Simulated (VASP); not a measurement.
Write the native input for VASP 6.6.1 that does the following.

```yaml
Task: single point
Functional: PBEsol
Potentials_or_basis: VASP PAW PBE potentials, release 64 (B, N)
Cutoff: 520 eV
k_mesh: 15 × 15 × 15
Occupations: fermi-dirac, width 0.1 eV
Spin: no spin polarisation
Dipole_correction: no
Further_INCAR_settings: ALGO = Normal; EDIFF = 1e-06; NBANDS = 11
```

The structure of BN (rocksalt type) lies in POSCAR:

```
BN
1.0
    0.0000000000      1.5607731734      1.5607731734
    1.5607731734      0.0000000000      1.5607731734
    1.5607731734      1.5607731734      0.0000000000
B N
1 1
Direct
    0.0000000000      0.0000000000      0.0000000000
    0.5000000000      0.5000000000      0.5000000000
```

This cell differs from its parent crystal: volume scaled by 0.72.

The input as run:

INCAR

```
ALGO     = Normal         # electronic algorithm
EDIFF    = 1E-6           # SCF threshold, eV
ENCUT    = 520            # plane-wave cutoff, eV
GGA      = PS             # functional
ISIF     = 2              # what is computed and relaxed
ISMEAR   = -1             # smearing method
LASPH    = True           # aspherical terms in the spheres
LCHARG   = True           # write CHGCAR
LELF     = True           # ELF
LREAL    = False          # projectors in reciprocal space
LVHAR    = True         
LWAVE    = False          # write WAVECAR
NBANDS   = 11             # bands
NELM     = 60             # most SCF steps
PREC     = Accurate       # precision mode
SIGMA    = 0.1            # smearing width, eV
```

KPOINTS

```
k-points
0
Gamma
  15 15 15
```

Potentials or basis: VASP PAW PBE potentials, release 64 (B, N).

Command:

```sh
$ cat potpaw_PBE.64/B/POTCAR potpaw_PBE.64/N/POTCAR > POTCAR
$ mpirun -np 1 vasp_std > vasp.out
```

Results of the run:

The pressure is 244.9 GPa. The band gap on the k mesh is 4.23 eV, indirect (least direct gap 7.12 eV).

Caveat: the PAW data sets were made with another functional, which shifts forces and pressure a little.

It took 4.3 s on 1 thread of AMD EPYC 9R45 96-Core Processor (Zen 5) (shared host), peak memory 0.08 GiB.
